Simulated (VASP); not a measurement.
A run of VASP 6.6.1 is set up as follows.

Contents of POSCAR:

```
BN
1.0
    1.2342128731      0.7125725195      3.3273482227
   -1.2342128731      0.7125725195      3.3273482227
    0.0000000000     -1.4251460255      3.3273482227
B N
1 1
Direct
    0.9996710000      0.9996710000      0.9996710000
    0.3327620000      0.3327620000      0.3327620000
```

INCAR.step1

```
SYSTEM = BN
  ALGO = Normal
  EDIFF = 1E-4
  ENCUT = 520
  GGA = PE
  ISMEAR = 0
  LASPH = .True.
  LCHARG = .False.
  LREAL = .False.
  LWAVE = .True.
  NBANDS = 11
  NELM = 100
  PREC = Accurate
  SIGMA = 0.01
```

The input INCAR.step2:

```
SYSTEM = BN
  ALGO = Normal
  EDIFF = 1E-7
  ENCUT = 520
  ISIF = 2
  ISMEAR = 0
  ISTART = 1
  IVDW = 13
  LASPH = .True.
  LCHARG = .False.
  LMIXTAU = .True.
  LREAL = .False.
  LWAVE = .False.
  METAGGA = R2SCAN
  NBANDS = 11
  NELM = 100
  PREC = Accurate
  SIGMA = 0.01
  VDW_A1 = 0.51559235
  VDW_A2 = 5.77342911
  VDW_S6 = 1.0
  VDW_S8 = 0.6018749
```

The input KPOINTS:

```
k-points
0
Gamma
  10 10 10
  0 0 0
```

Potentials or basis: VASP PAW PBE potentials, release 64 (B, N).

Run with:

```sh
$ cat potpaw_PBE.64/B/POTCAR potpaw_PBE.64/N/POTCAR > POTCAR
$ cp INCAR.step1 INCAR
$ mpirun -np 1 vasp_std > vasp.out
$ cp INCAR.step2 INCAR
$ mpirun -np 1 vasp_std > vasp.out
```

(1) Estimate the dispersion energy per atom.

(2) Estimate the pressure.

(3) Predict the band gap on the k mesh.

Answers

(1) -0.070 eV.

(2) 9.8 GPa.

(3) 4.85 eV (least direct gap 5.72 eV).

Caveat: the cell stands under pressure; the PAW data sets were made with another functional, which shifts forces and pressure a little.
